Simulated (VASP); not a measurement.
Wanted: the native input for a VASP 6.6.1 run.

```yaml
Task: relaxation of cell and atoms
Functional: PBE
Potentials_or_basis: VASP PAW PBE potentials, release 64 (Si, C)
Cutoff: 600 eV
k_mesh: 10 × 10 × 10
Occupations: gaussian, width 0.02 eV
Spin: no spin polarisation
Dipole_correction: no
Further_INCAR_settings: ALGO = Normal; EDIFF = 1e-06; IBRION = 2; EDIFFG = -0.005; NSW = 100; ISIF = 3
```

The structure of SiC lies in POSCAR:

```
SiC
1.0
    0.0000000000      2.1769966238      2.1769966238
    2.1769966238      0.0000000000      2.1769966238
    2.1769966238      2.1769966238      0.0000000000
Si C
1 1
Direct
    0.2500000000      0.2500000000      0.2500000000
    0.0000000000      0.0000000000      0.0000000000
```

One way to write it, as run:

INCAR

```
PREC = Accurate ; ENCUT = 600
EDIFF = 1E-6 ; ISMEAR = 0
SIGMA = 0.02 ; LREAL = F
LASPH = T ; NELM = 80
ALGO = Normal ; ISIF = 3
LWAVE = F ; LCHARG = F
GGA = PE ; IBRION = 2
NSW = 100 ; EDIFFG = -0.005
```

KPOINTS

```
regular mesh
0
Gamma
  10 10 10
```

Potentials or basis: VASP PAW PBE potentials, release 64 (Si, C).

Command:

```bash
$ cat potpaw_PBE.64/Si/POTCAR potpaw_PBE.64/C/POTCAR > POTCAR
$ mpirun -np 1 vasp_std > vasp.out
```

It gave:

```json
{
 "Relaxed volume": "10.49 Å³/atom",
 "Relaxed cell": "a = 3.096 Å, b = 3.096 Å, c = 3.096 Å, α = 60.00°, β = 60.00°, γ = 60.00°",
 "Space group after relaxing (to 0.05 Å)": "F-43m (No. 216)",
 "Energy gained by relaxing": "2.0 meV/atom",
 "Ionic steps": "3",
 "Pressure after relaxing": "0.0 GPa",
 "Band gap on the k mesh": "1.37 eV, indirect (least direct gap 4.53 eV)"
}
```

Wall time 39 s on 1 thread of Intel Xeon 8259CL, on a shared host, peak memory 0.15 GiB.
